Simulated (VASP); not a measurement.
Crystal: MgO.

```xyz
2
Lattice="0.0000 2.1351 2.1351 2.2953 0.0000 2.1351 2.2953 2.1351 0.0000" Properties=species:S:1:pos:R:3 pbc="T T T"
Mg    0.0000    0.0000    0.0000
O     2.2953    2.1351    2.1351
```

This cell differs from its parent crystal: strain +0.0750 x Voigt [1, 0, 0, 0, 0, 0].

Base run:

- Program: VASP 6.6.1
- Functional: r2SCAN
- Potentials or basis: VASP PAW PBE potentials, release 64 (Mg, O)
- Cutoff: 520 eV
- k mesh: 10 × 10 × 10
- Occupations: gaussian, width 0.05 eV
- Spin: no spin polarisation

Its results: band gap on the k mesh 4.42 eV, direct; pressure -15.4 GPa.

The run is repeated on the same cell with these changes: potentials or basis from VASP PAW PBE potentials, release 64 (Mg, O) to VASP PAW PBE potentials, release 64 (Mg_sv, O); cutoff from 520 eV to 660 eV; further incar settings from ALGO = Normal; EDIFF = 1e-06; NBANDS = 11 to ALGO = Normal; EDIFF = 1e-06; NBANDS = 15; valence electrons from 8 to 16. What comes out?

Band gap on the k mesh 4.48 eV, direct; pressure -14.8 GPa.

Caveats: the PAW data sets were made with another functional, which shifts forces and pressure a little.

